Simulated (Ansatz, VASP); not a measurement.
# MgO in VASP and in Ansatz

```
CELL_PARAMETERS angstrom
4.16071 0.00000 0.00000
0.00000 -4.16071 0.00000
0.00000 0.00000 -4.16071
ATOMIC_POSITIONS crystal
Mg 0.92930 0.07070 0.02500
Mg 0.50000 0.50000 0.00000
Mg 0.50000 0.00000 0.50000
Mg 0.00000 0.50000 0.50000
O 0.50000 0.00000 0.00000
O 0.00000 0.50000 0.00000
O 0.00000 0.00000 0.50000
O 0.50000 0.50000 0.50000
```

Alike in both runs: task single point; functional LDA; k mesh 6 × 6 × 6; occupations gaussian, width 0.05 eV; no spin polarisation.

|  | VASP | Ansatz |
| --- | --- | --- |
| version | VASP 6.6.1 | Ansatz 0.2.0 |
| potentials or method | VASP PAW LDA potentials, release 64 (Mg_sv, O), cutoff 840 eV | scalar-relativistic, plane waves, PAW |
| valence electrons in the cell | 64 | 64 |

```csv
,VASP,Ansatz,Ansatz less VASP
gap on the k mesh at the Fermi level (eV),4.98,4.97,-0.007
least direct gap on the mesh (eV),4.98,4.97,-0.007
pressure (GPa),6.5,5.9,-0.60
"traceless stress, the component that is largest in VASP (GPa)",-4.81,-4.67,+0.139
rms of the force components (eV/Å),1.248,1.215,-0.0325
```

Ansatz warns that its potentials were made for another functional, while VASP's fit it. LDA's correlation is that of Perdew and Zunger in VASP and of Perdew and Wang (1992) in Ansatz. Atom by atom the forces differ by 0.036 eV/Å (rms over components).
